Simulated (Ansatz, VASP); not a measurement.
HfO3 in VASP and in Ansatz

File INCAR:

```
PREC = Accurate
ENCUT = 520
EDIFF = 1E-7
ISMEAR = 0
SIGMA = 0.1
LREAL = F
LASPH = T
NELM = 100
ALGO = Normal
ISIF = 2
LWAVE = F
LCHARG = F
GGA = PE
NBANDS = 38
```

The input KPOINTS:

```
regular mesh
0
Gamma
  6 6 4
```

POSCAR

```
HfO3
1.0
    4.9755119037      0.0000000000      0.0000000000
   -2.4877559518      4.3089197054      0.0000000000
    0.0000000000      0.0000000000      3.9936159859
Hf O
2 6
Direct
    0.3333333333      0.6666666667      0.2500000000
    0.6666666667      0.3333333333      0.7500000000
    0.8330000000      0.6660000000      0.2500000000
    0.1670000000      0.8330000000      0.7500000000
    0.3340000000      0.1670000000      0.2500000000
    0.1670000000      0.3340000000      0.7500000000
    0.8330000000      0.1670000000      0.2500000000
    0.6660000000      0.8330000000      0.7500000000
```

Input for Ansatz:

```yaml
crystal:
  lattice:
    - [4.9755119037, 0.0, 0.0]
    - [-2.4877559518, 4.3089197054, 0.0]
    - [0.0, 0.0, 3.9936159859]
  atoms:
    - { symbol: Hf, position: [0.3333333333, 0.6666666667, 0.25] }
    - { symbol: Hf, position: [0.6666666667, 0.3333333333, 0.75] }
    - { symbol: O, position: [0.833, 0.666, 0.25] }
    - { symbol: O, position: [0.167, 0.833, 0.75] }
    - { symbol: O, position: [0.334, 0.167, 0.25] }
    - { symbol: O, position: [0.167, 0.334, 0.75] }
    - { symbol: O, position: [0.833, 0.167, 0.25] }
    - { symbol: O, position: [0.666, 0.833, 0.75] }
basis:
  ecutwfc: 420
kpoints:
  mp_grid: { grid: [6, 6, 4] }
hamiltonian:
  xc: pbe
scf:
  occupations: { method: gaussian, width: 0.1 }
  lower_state_search: "off"
output:
  forces: true
  stress: true
  eigenvalues: true
```

Alike in both runs: task single point; functional PBE; k mesh 6 × 6 × 4; occupations gaussian, width 0.1 eV; no spin polarisation.

```csv
,VASP,Ansatz
version,VASP 6.6.1,Ansatz 0.2.0
potentials or method,"VASP PAW PBE potentials, release 64 (Hf_pv, O), cutoff 520 eV","scalar-relativistic, plane waves, PAW"
valence electrons in the cell,56,88
```

```tsv
	VASP	Ansatz	Ansatz less VASP
gap on the k mesh at the Fermi level (eV)	none	none	-
pressure (GPa)	-27.1	-25.1	+1.94
traceless stress, the component that is largest in VASP (GPa)	13.65	13.47	-0.182
rms of the force components (eV/Å)	1.180	1.157	-0.0227
```

Atom by atom the forces differ by 0.023 eV/Å (rms over components). A gap of «none» marks a metal or a gap that the smearing closes. The functional is the same, so the differences come from potentials, cutoffs and numerics. VASP's potentials hold 56 valence electrons a cell and Ansatz's 88, so a difference there can come from the potentials and not from the codes.

The k mesh is coarse, so the values compare programs but aren't converged. Neither program's run includes spin-orbit coupling.
